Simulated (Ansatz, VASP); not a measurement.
# PbO in VASP and in Ansatz

```
CELL_PARAMETERS angstrom
3.56787 0.00000 0.00000
-1.78394 3.08987 0.00000
0.00000 0.00000 3.29511
ATOMIC_POSITIONS crystal
Pb 0.00000 0.00000 0.00000
O 0.66667 0.33333 0.50000
```

Alike in both runs: task single point; functional PBEsol; k mesh 12 × 12 × 10; occupations gaussian, width 0.05 eV; no spin polarisation.

|  | VASP | Ansatz |
| --- | --- | --- |
| version | VASP 6.6.1 | Ansatz 0.2.0 |
| potentials or method | VASP PAW PBE potentials, release 64 (Pb_d, O), cutoff 520 eV | scalar-relativistic, plane waves, PAW |
| valence electrons in the cell | 20 | 20 |

Ansatz gave:

- gap on the k mesh at the Fermi level (eV): none
- pressure (GPa): -4.4
- traceless stress, the component that is largest in VASP (GPa): -0.47

Estimate VASP's values.

gap on the k mesh at the Fermi level (eV): none; pressure (GPa): -4.5; traceless stress, the component that is largest in VASP (GPa): -0.47.

VASP's potentials were made for PBE, not for PBEsol. A gap of «none» marks a metal or a gap that the smearing closes.

Neither program's run includes spin-orbit coupling.
